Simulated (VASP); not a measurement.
A run of VASP 6.6.1 is set up as follows.

INCAR

```
ALGO = Normal ; EDIFF = 1E-6
ENCUT = 520 ; GGA = PE
ISIF = 2 ; ISMEAR = 1
LASPH = True ; LCHARG = True
LELF = True ; LREAL = False
LVHAR = True ; LWAVE = False
NBANDS = 32 ; NELM = 100
PREC = Accurate ; SIGMA = 0.1
```

KPOINTS

```
k-points
0
Gamma
  5 5 5
```

POSCAR

```
Sn3Te
1.0
    4.8656220000      0.0000000000      0.0000000000
    0.0000000000      4.8656220000      0.0000000000
    0.0000000000      0.0000000000      4.8656220000
Sn Te
3 1
Direct
    0.5000000000      0.5000000000      0.0000000000
    0.5000000000      0.0000000000      0.5000000000
    0.0000000000      0.5000000000      0.5000000000
    0.0000000000      0.0000000000      0.0000000000
```

Potentials or basis: VASP PAW PBE potentials, release 64 (Sn_d, Te).

Launch:

```console
$ cat potpaw_PBE.64/Sn_d/POTCAR potpaw_PBE.64/Te/POTCAR > POTCAR
$ mpirun -np 1 vasp_std > vasp.out
```

Q: Estimate the pressure.

A: 0.8 GPa.

Q: What does it give for the band gap on the k mesh?

A: Zero (band 24 reaches 9.45 eV, above the bottom of band 25 at 7.44 eV).

Caveat: spin-orbit coupling is left out, which moves the levels of the heavy elements.
